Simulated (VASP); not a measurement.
MgCd3O: single point with PBE

MgCd3O:

```
Mg Cd O
1.0
     4.33501    0.00000    0.00000
     0.00000    4.33501    0.00000
     0.00000    0.00000    5.43743
Mg Cd O
1 3 1
Direct
  0.00000 0.00000 0.04168
  0.50000 0.50000 0.07810
  0.00000 0.50000 0.48863
  0.50000 0.00000 0.48863
  0.50000 0.50000 0.67087
```

The cell was generated, and may not be a known phase.

```json
{"Program": "VASP 6.6.1", "Task": "single point", "Functional": "PBE", "Potentials or basis": "VASP PAW PBE potentials, release 64 (Mg, Cd, O)", "Cutoff": "600 eV", "k mesh": "8 × 8 × 8", "Occupations": "gaussian, width 0.1 eV", "Spin": "no spin polarisation"}
```

```yaml
Pressure: 0.3 GPa
Largest_force: 0.069 eV/Å
Band_gap_on_the_k_mesh: zero (bands 22 and 23 overlap by 3.05 eV)
```

Forces on the atoms (eV/Å):
```
Mg   0.000  0.000  0.004
Cd   0.000  0.000  0.069
Cd   0.000  0.000 -0.025
Cd   0.000  0.000 -0.025
O    0.000  0.000 -0.022
```

Stress tensor (GPa, compression positive):
```
0.25 0.00 0.00
0.00 0.25 0.00
0.00 0.00 0.39
```

Levels at points of the mesh, in eV from the Fermi level:
```tsv
k point	band 18	band 19	band 20	band 21	band 22	band 23	band 24	band 25	band 26	band 27
(0.00, 0.00, 0.00)	-4.25	-3.69	-3.69	-0.86	0.65	1.73	1.73	1.78	3.60	5.43
(0.50, 0.00, 0.00)	-4.64	-4.05	-3.28	-2.29	0.62	1.41	1.86	2.81	3.28	3.92
(0.50, 0.50, 0.00)	-4.74	-4.25	-2.60	-2.14	-1.24	-1.24	2.49	2.71	2.71	3.54
(0.00, 0.00, 0.50)	-3.73	-3.39	-3.39	-2.08	1.58	1.58	2.38	3.36	3.54	4.30
(0.50, 0.00, 0.50)	-5.37	-3.75	-3.08	-1.71	-1.03	-0.23	3.50	4.10	4.75	5.12
(0.50, 0.50, 0.50)	-4.31	-4.31	-2.25	-2.25	-1.92	-0.11	-0.10	1.84	1.84	2.83
```

Run time: 100 s on 1 thread of Intel(R) Xeon(R) 6975P-C (Granite Rapids) (shared host), peak memory 0.42 GiB.
